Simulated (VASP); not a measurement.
# TaN (P6/mmm) in VASP: relaxation of cell and atoms with PBE+D3(BJ)

Aim: the relaxation of cell and atoms of TaN with PBE+D3(BJ).

Everything below comes from runs of VASP 6.6.1. Logs are shortened: lines on timing, memory, paths and dates and some standing lists are left out, and cuts for length are marked.

## (1) The cell of the first run

Symmetry: P6/mmm, No. 191, hexagonal system. Conventional cell: a = 5.185 Å, b = 5.185 Å, c = 2.908 Å, α = 90.00°, β = 90.00°, γ = 120.00°. Within 3.4 Å of Ta (site symmetry 6/mmm) lie 6 N at 2.59 Å and 14 Ta at 2.91 to 3.33 Å. Within 3.0 Å of Ta (site symmetry -6m2) lie 6 N at 2.09 Å and 5 Ta at 2.91 to 2.99 Å. N (site symmetry mmm) has 6 Ta at 2.09 to 2.59 Å and 6 N at 2.59 to 2.91 Å within 3.0 Å.

## (2) Relaxation of cell and atoms, PBE+D3(BJ)

The input, INCAR:

```
PREC = Accurate
ENCUT = 600
EDIFF = 1E-7
ISMEAR = 0
SIGMA = 0.1
LREAL = F
LASPH = T
NELM = 100
ALGO = Normal
ISIF = 3
LWAVE = F
LCHARG = F
GGA = PE
IVDW = 12
IBRION = 2
NSW = 100
EDIFFG = -0.005
```

The input, KPOINTS:

```
regular mesh
0
Gamma
  12 12 12
```

The input, POSCAR:

```
TaN
1.0
    5.1849992558      0.0000000000      0.0000000000
   -2.5924996279      4.4903410741      0.0000000000
    0.0000000000      0.0000000000      2.9080000000
Ta N
3 3
Direct
    0.0000000000      0.0000000000      0.0000000000
    0.3333333333      0.6666666667      0.5000000000
    0.6666666667      0.3333333333      0.5000000000
    0.5000000000      0.0000000000      0.0000000000
    0.5000000000      0.5000000000      0.0000000000
    0.0000000000      0.5000000000      0.0000000000
```

Potentials or basis: VASP PAW PBE potentials, release 64 (Ta_pv, N).

On the command line:

```
cat potpaw_PBE.64/Ta_pv/POTCAR potpaw_PBE.64/N/POTCAR > POTCAR
mpirun -np 1 vasp_std > vasp.out
```

OUTCAR:

```text
PREC = Accurate
   ENCUT = 600
   EDIFF = 1E-7
   ISMEAR = 0
   LREAL = F
   LASPH = T
   NELM = 100
   ISIF = 3
   GGA = PE
   IVDW = 12
   IBRION = 2
   NSW = 100
   EDIFFG = -0.005
 IVDW          = 12

 ion  position               nearest neighbor table
   1  0.000  0.000  0.000-   5 2.59   6 2.59   6 2.59   5 2.59   4 2.59   4 2.59   3 3.33   3 3.33
                             2 3.33   2 3.33   2 3.33   3 3.33   2 3.33   3 3.33   2 3.33   3 3.33
   2  0.333  0.667  0.500-   4 2.09   4 2.09   6 2.09   6 2.09   5 2.09   5 2.09   3 2.99   3 2.99
                             3 2.99   1 3.33   1 3.33   1 3.33   1 3.33   1 3.33   1 3.33
   3  0.667  0.333  0.500-   4 2.09   4 2.09   6 2.09   6 2.09   5 2.09   5 2.09   2 2.99   2 2.99
                             2 2.99   1 3.33   1 3.33   1 3.33   1 3.33   1 3.33   1 3.33
   4  0.500  0.000  0.000-   2 2.09   3 2.09   2 2.09   3 2.09   1 2.59   1 2.59
   5  0.500  0.500  0.000-   2 2.09   3 2.09   2 2.09   3 2.09   1 2.59   1 2.59
   6  0.000  0.500  0.000-   2 2.09   3 2.09   2 2.09   3 2.09   1 2.59   1 2.59

  LATTYP: Found a hexagonal cell.
 ALAT       =     5.1849992558
 C/A-ratio  =     0.5608486822

  Lattice vectors:

 A1 = (   5.1849992558,   0.0000000000,   0.0000000000)
 A2 = (  -2.5924996279,   4.4903410741,   0.0000000000)
 A3 = (   0.0000000000,   0.0000000000,   2.9080000000)

Analysis of symmetry for initial positions (statically):
=====================================================================
 Subroutine PRICEL returns:
 Original cell was already a primitive cell.

 Routine SETGRP: Setting up the symmetry group for a
 hexagonal supercell.

 Subroutine GETGRP returns: Found 24 space group operations
 (whereof 24 operations were pure point group operations)
 out of a pool of 24 trial point group operations.

The static configuration has the point symmetry D_6h.

Analysis of symmetry for dynamics (positions and initial velocities):
=====================================================================
 Subroutine PRICEL returns:
 Original cell was already a primitive cell.

 Routine SETGRP: Setting up the symmetry group for a
 hexagonal supercell.

 Subroutine GETGRP returns: Found 24 space group operations
 (whereof 24 operations were pure point group operations)
 out of a pool of 24 trial point group operations.

The dynamic configuration has the point symmetry D_6h.

 Subroutine INISYM returns: Found 24 space group operations
 (whereof 24 operations are pure point group operations),
 and found     1 'primitive' translations

----------------------------------------------------------------------------------------

                                     Primitive cell

  volume of cell :      67.7053

  direct lattice vectors                    reciprocal lattice vectors
     5.184999256  0.000000000  0.000000000     0.192864059  0.111350116  0.000000000
    -2.592499628  4.490341074  0.000000000     0.000000000  0.222700232  0.000000000
     0.000000000  0.000000000  2.908000000     0.000000000  0.000000000  0.343878955

  length of vectors
     5.184999256  5.184999256  2.908000000     0.222700232  0.222700232  0.343878955

  position of ions in fractional coordinates (direct lattice)
     0.000000000  0.000000000  0.000000000
     0.333333333  0.666666667  0.500000000
     0.666666667  0.333333333  0.500000000
     0.500000000  0.000000000  0.000000000
     0.500000000  0.500000000  0.000000000
     0.000000000  0.500000000  0.000000000

  ion indices of the primitive-cell ions
   primitive index   ion index
                 1           1
                 2           2
                 3           3
                 4           4
                 5           5
                 6           6

----------------------------------------------------------------------------------------

 KPOINTS: regular mesh

Automatic generation of k-mesh.
 Grid dimensions read from file:
 generate k-points for:   12   12   12

 Generating k-lattice:

  Cartesian coordinates                     Fractional coordinates (reciprocal lattice)
     0.016072005  0.009279176  0.000000000     0.083333333  0.000000000  0.000000000
     0.000000000  0.018558353  0.000000000     0.000000000  0.083333333  0.000000000
     0.000000000  0.000000000  0.028656580     0.000000000  0.000000000  0.083333333

  Length of vectors
     0.018558353  0.018558353  0.028656580

  Shift w.r.t. Gamma in fractional coordinates (k-lattice)
     0.000000000  0.000000000  0.000000000

 Subroutine IBZKPT returns following result:
 ===========================================

 Found    133 irreducible k-points:

 Following reciprocal coordinates:
            Coordinates               Weight
  0.000000  0.000000  0.000000      1.000000
  0.083333  0.000000  0.000000      6.000000
  0.166667 -0.000000  0.000000      6.000000
  0.250000  0.000000  0.000000      6.000000
  0.333333  0.000000  0.000000      6.000000
  0.416667  0.000000  0.000000      6.000000
[... 16 lines left out ...]
  0.250000  0.000000  0.083333     12.000000
  0.333333  0.000000  0.083333     12.000000
 [... further k-points ...]
   k-points           NKPTS =    133   k-points in BZ     NKDIM =    133   number of bands    NBANDS=     28
   number of dos      NEDOS =    301   number of ions     NIONS =      6
   total plane-waves  NPLWV =  42336
   dimension x,y,z NGX =    42 NGY =   42 NGZ =   24
   dimension x,y,z NGXF=    84 NGYF=   84 NGZF=   48
   ions per type =               3   3
   NGX,Y,Z   is equivalent  to a cutoff of  13.47, 13.47, 13.72 a.u.
   NGXF,Y,Z  is equivalent  to a cutoff of  26.93, 26.93, 27.44 a.u.
 SYSTEM =  unknown system
   PREC   = accura    normal or accurate (medium, high low for compatibility)
   ISTART =      0    job   : 0-new  1-cont  2-samecut
   ICHARG =      2    charge: 1-file 2-atom 10-const
   ISPIN  =      1    spin polarized calculation?
   LNONCOLLINEAR =      F non collinear calculations
   LSORBIT =      F    spin-orbit coupling
   LASPH  =      T    aspherical Exc in radial PAW
   ENCUT  =  600.0 eV  44.10 Ry    6.64 a.u.  10.36 10.36  5.81*2*pi/ulx,y,z
   NELM   =    100;   NELMIN=  2; NELMDL= -5     # of ELM steps
   EDIFF  = 0.1E-06   stopping-criterion for ELM
   LREAL  =      F    real-space projection
   EDIFFG = -.5E-02   stopping-criterion for IOM
   NSW    =    100    number of steps for IOM
   IBRION =      2    ionic relax: 0-MD 1-quasi-New 2-CG
   NFREE  =      1    steps in history (QN), initial steepest desc. (CG)
   ISIF   =      3    stress and relaxation
   ISYM   =      2    0-nonsym 1-usesym 2-fastsym
   POTIM  = 0.5000    time-step for ionic-motion
   TEBEG  =    0.0;   TEEND  =   0.0 temperature during run
   PSTRESS=    0.0 pullay stress
   NELECT =      48.0000    total number of electrons
   NUPDOWN=      -1.0000    fix difference up-down
   EMIN   =  10.00;   EMAX   =-10.00  energy-range for DOS
   EFERMI =   0.00;   METHOD = LEGACY
   ISMEAR =     0;   SIGMA  =   0.10  broadening in eV -4-tet -1-fermi 0-gaus
   EFERMI_NEDOS =   21; number of points for ismear=-14 and -15
   IALGO  =     38    algorithm
   IMIX   =      4    mixing-type and parameters
     AMIX     =   0.40;   BMIX     =  1.00
     AMIX_MAG =   1.60;   BMIX_MAG =  1.00
  volume/ion in A,a.u.               =      11.28        76.15
  Fermi-wavevector in a.u.,A,eV,Ry     =   1.459759  2.758544 28.992597  2.130896
  Thomas-Fermi vector in A             =   2.576288
   LORBIT       =      0    0 simple, 1 ext, 2 COOP (PROOUT), +10 PAW based schemes
   GGA     = PE    functional components
   LHFCALC =     F    Hartree Fock is set to
   AEXX    =    0.0000 exact exchange contribution
   IVDW    =    12    specifies the selected vdW correction
   LEPSILON=     F    determine dielectric tensor
   LRPA    =     F    only Hartree local field effects (RPA)
 conjugate gradient relaxation of ions
 non-spin polarized calculation
 Gauss-broadening in eV      SIGMA  =   0.10
  energy-cutoff  :      600.00
  volume of cell :       67.71
 maximum number of plane-waves:      2298
 NGX is ok and might be reduce to    42
   NGX = 21   NGY = 21   NGZ = 11

--------------------------------------- Ionic step        1  -------------------------------------------

 number of electron      48.0000003 magnetization

 Free energy of the ion-electron system (eV)
  ---------------------------------------------------
  ext. energy  EPLUGINS =         0.00000000
  ---------------------------------------------------
  free energy    TOTEN  =       -64.71735782 eV

  energy without entropy =      -64.71393554  energy(sigma->0) =      -64.71564668

------------------------ aborting loop because EDIFF is reached ----------------------------------------

 Edisp (eV)   -2.66386

 E8    (eV) :    -1.2314

  FORCE on cell =-STRESS in cart. coord.  units (eV):
  Direction    XX          YY          ZZ          XY          YZ          ZX
  --------------------------------------------------------------------------------------
  -------------------------------------------------------------------------------------
  Total       1.94308     1.94308     1.87851     0.00000    -0.00000     0.00000
  in kB      45.98097    45.98097    44.45302     0.00000    -0.00000     0.00000
  external pressure =       45.47 kB  Pullay stress =        0.00 kB
[... 201 lines left out ...]
  energy  without entropy=      -67.3923607931  energy(sigma->0) =      -67.39402016

--------------------------------------- Ionic step        6  -------------------------------------------

 number of electron      48.0000000 magnetization

 Free energy of the ion-electron system (eV)
  ---------------------------------------------------
  ext. energy  EPLUGINS =         0.00000000
  ---------------------------------------------------
  free energy    TOTEN  =       -64.77319915 eV

  energy without entropy =      -64.76985862  energy(sigma->0) =      -64.77152888

 E-fermi :   8.1065     XC(G=0): -12.9742

 val. band max:        8.0969575628   @ k =   0.1667  -0.0000   0.2500
 cond. band min:       8.1316195405   @ k =   0.1667  -0.0000   0.0000
 fundamental gap:      0.0346619777
 Fermi energy:         8.1065072623

 k-point     1 :       0.0000    0.0000    0.0000
  band No.  band energies     occupation
      1     -28.1471      2.00000
      2     -28.1471      2.00000
      3     -27.7731      2.00000
      4     -27.7731      2.00000
      5     -27.5464      2.00000
      6     -27.4431      2.00000
[... 733 lines left out ...]
     27       9.8561      0.00000
     28       9.9746      0.00000

 [... further k-points ...]

------------------------ aborting loop because EDIFF is reached ----------------------------------------

 Edisp (eV)   -2.62255

 E8    (eV) :    -1.2119

  FORCE on cell =-STRESS in cart. coord.  units (eV):
  Direction    XX          YY          ZZ          XY          YZ          ZX
  --------------------------------------------------------------------------------------
  -------------------------------------------------------------------------------------
  Total       0.02444     0.02444     0.02892     0.00000    -0.00000     0.00000
  in kB       0.56979     0.56979     0.67422     0.00000    -0.00000     0.00000
  external pressure =        0.60 kB  Pullay stress =        0.00 kB
[... 21 lines left out ...]
  FREE ENERGIE OF THE ION-ELECTRON SYSTEM (eV)
  ---------------------------------------------------
  free  energy   TOTEN  =       -67.3957491004 eV

  energy  without entropy=      -67.3924085690  energy(sigma->0) =      -67.39407883

 reached required accuracy - stopping structural energy minimisation
```

It took 11 min on 1 thread of AMD EPYC 9R45 (Zen 5), shared host; peak memory 0.37 GiB.

Results:

* Free energy: -67.3957 eV
* Relaxed volume: 11.45 Å³/atom
* Relaxed cell: a = 5.219 Å, b = 5.219 Å, c = 2.914 Å, α = 90.00°, β = 90.00°, γ = 120.00°
* Space group after relaxing (to 0.1 Å): P6/mmm (No. 191)
* Energy gained by relaxing: 2.4 meV/atom
* Ionic steps: 6
* Pressure after relaxing: 0.1 GPa
* Band gap on the k mesh: zero (bands 24 and 25 overlap by 2.14 eV)
* Dispersion energy per atom: -0.437 eV

Step by step:
```csv
step,energy change (eV),largest force (eV/Å),pressure (GPa),volume (Å³)
1,0.0000,0.0000,4.55,67.71
2,0.0535,0.0000,-9.37,70.89
3,-0.0134,0.0000,-0.05,68.67
4,-0.0134,0.0000,0.04,68.65
5,-0.0145,0.0000,0.07,68.74
6,-0.0145,0.0000,0.06,68.73
```

Final structure:
```
Ta N
1.0
     5.21886    0.00000    0.00000
    -2.60943    4.51966    0.00000
     0.00000    0.00000    2.91371
Ta N
3 3
Cartesian
  0.0000 0.0000 0.0000
  0.0000 3.0131 1.4569
  2.6094 1.5066 1.4569
  2.6094 0.0000 0.0000
  1.3047 2.2598 0.0000
  -1.3047 2.2598 0.0000
```

Levels at points of the mesh, in eV from the Fermi level:
```tsv
k point	band 20	band 21	band 22	band 23	band 24	band 25	band 26	band 27	band 28
(0.00, 0.00, 0.00)	-3.07	-3.07	-2.53	-2.11	-1.27	-1.27	0.81	0.81	1.14
(0.50, 0.00, 0.00)	-4.60	-3.43	-2.97	-1.73	-0.74	1.27	1.78	1.80	2.21
(0.00, 0.00, 0.50)	-3.72	-3.14	-3.14	-1.96	0.83	0.83	1.44	1.68	2.42
(0.50, 0.00, 0.50)	-4.49	-3.40	-3.11	-2.16	-1.26	1.00	1.30	3.01	3.31
```

Caveat: spin-orbit coupling is left out, which moves the levels of the heavy elements.
